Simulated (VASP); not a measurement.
Wanted: the native input for a VASP 6.6.1 run.

| Quantity | Value |
| --- | --- |
| Task | single point |
| Functional | PBEsol |
| Potentials or basis | VASP PAW PBE potentials, release 64 (Cd, F) |
| Cutoff | 520 eV |
| k mesh | 9 × 9 × 9 |
| Occupations | fermi-dirac, width 0.05 eV |
| Spin | no spin polarisation |
| Dipole correction | no |
| Further INCAR settings | ALGO = Normal; EDIFF = 1e-06; NBANDS = 20 |

The structure of CdF2 lies in POSCAR:

```
CdF2
1.0
    0.0000000000      2.7294514339      2.7294514339
    2.7294514339      0.0000000000      2.7294514339
    2.7294514339      2.7294514339      0.0000000000
Cd F
1 2
Direct
    0.0000000000      0.0000000000      0.0000000000
    0.7500000000      0.7500000000      0.7500000000
    0.2500000000      0.2500000000      0.2500000000
```

This cell differs from its parent crystal: volume scaled by 1.04.

These files were run (other wordings do the same):

INCAR

```
ALGO = Normal ; EDIFF = 1E-6
ENCUT = 520 ; GGA = PS
ISIF = 2 ; ISMEAR = -1
LASPH = T ; LCHARG = F
LREAL = F ; LWAVE = F
NBANDS = 20 ; NELM = 60
PREC = Accurate ; SIGMA = 0.05
```

KPOINTS

```
k-points
0
Gamma
  9 9 9
```

Potentials or basis: VASP PAW PBE potentials, release 64 (Cd, F).

Command:

```sh
$ cat potpaw_PBE.64/Cd/POTCAR potpaw_PBE.64/F/POTCAR > POTCAR
$ mpirun -np 1 vasp_std > vasp.out
```

It gave:

* Pressure: -3.5 GPa
* Band gap on the k mesh: 2.80 eV, indirect (least direct gap 3.31 eV)

Caveat: the PAW data sets were made with another functional, which shifts forces and pressure a little.

Run time: 22 s on 1 thread of Intel(R) Xeon(R) Platinum 8375C CPU @ 2.90GHz (Ice Lake), with other jobs on the host, peak memory 0.18 GiB.
